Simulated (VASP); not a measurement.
A run of VASP 6.6.1:

The input INCAR:

```
SYSTEM = Ti2VO6
  PREC = Accurate
  ENCUT = 600
  EDIFF = 1E-6
  ISMEAR = 0
  SIGMA = 0.1
  LREAL = .FALSE.
  LASPH = .TRUE.
  NELM = 200
  ALGO = Normal
  ISIF = 2
  LWAVE = .FALSE.
  LCHARG = .FALSE.
  ISPIN = 2
  MAGMOM = 0 0 0.6 0 0 0 0 0 0
  LORBIT = 11
  LMAXMIX = 4
  GGA = PE
  NBANDS = 50
  GGA_COMPAT = .FALSE.
  KPAR = 4
```

Contents of KPOINTS:

```
Automatic mesh
0
G
  8 8 6
  0 0 0
```

The input POSCAR:

```
Ti2VO6
1.0
    2.8688764875     -4.9154116768      0.0000000000
    2.8688764875      4.9154116768      0.0000000000
    0.0000000000      0.0000000000      6.2791103882
Ti V O
2 1 6
Direct
    0.0000000000      0.5000000000      0.3327845366
    0.5000000000      0.0000000000      0.6672154634
    0.0000000000      0.0000000000      0.0000000000
    0.0700408652      0.2801302525      0.1621011675
    0.7102891970      0.2897108030      0.5000000000
    0.7198697475      0.9299591348      0.8378988325
    0.2801302525      0.0700408652      0.8378988325
    0.2897108030      0.7102891970      0.5000000000
    0.9299591348      0.7198697475      0.1621011675
```

Potentials or basis: VASP PAW PBE potentials, release 64 (Ti_sv, V_sv, O).

Run with:

```bash
$ cat potpaw_PBE.64/Ti_sv/POTCAR potpaw_PBE.64/V_sv/POTCAR potpaw_PBE.64/O/POTCAR > POTCAR
$ mpirun -np 4 vasp_std > vasp.out
```

Hardware: 4 MPI ranks on Intel(R) Xeon(R) 6975P-C (Granite Rapids), with other jobs on the host.

How long does it take, and how much memory?

Wall time 9 min on 4 MPI ranks on Intel(R) Xeon(R) 6975P-C (Granite Rapids) (shared host), peak memory 1.3 GiB a rank. Counts: scf iterations 20, k points 84.
